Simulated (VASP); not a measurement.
**Hf: electric field gradients with LDA**

Crystal: Hf.

```
Hf
1.0
     0.00000    2.24921    2.24921
     2.24921    0.00000    2.24921
     2.24921    2.24921    0.00000
Hf
1
Direct
  0.00000 0.00000 0.00000
```

This cell differs from its parent crystal: volume scaled by 1.04.

| Item | Value |
| --- | --- |
| Program | VASP 6.6.1 |
| Task | electric field gradients |
| Functional | LDA |
| Potentials or basis | VASP PAW LDA potentials, release 64 (Hf_pv) |
| Cutoff | 520 eV |
| k mesh | 13 × 13 × 13 |
| Occupations | fermi-dirac, width 0.03 eV |
| Spin | no spin polarisation |
| Dipole correction | no |
| Further INCAR settings | ALGO = Normal; EDIFF = 1e-08; NBANDS = 11 |

```
Pressure               : -9.1 GPa
Band gap on the k mesh : zero (band 5 reaches 5.81 eV, above the bottom of band 6 at 3.96 eV)
```

Levels at points of the mesh, in eV from the Fermi level:
| k point | band 1 | band 2 | band 3 | band 4 | band 5 | band 6 | band 7 | band 8 | band 9 | band 10 |
| --- | --- | --- | --- | --- | --- | --- | --- | --- | --- | --- |
| (0.00, 0.00, 0.00) | -29.91 | -29.91 | -29.91 | -7.07 | 1.33 | 1.33 | 1.33 | 4.02 | 4.02 | 11.38 |

It took 15 s on 1 thread of Intel Xeon 8259CL (shared host), peak memory 0.14 GiB.

Caveat: without QUAD_EFG the Cq values of the log hold for a quadrupole moment of 1 mb, not for the nuclei; spin-orbit coupling is left out, which moves the levels of the heavy elements.
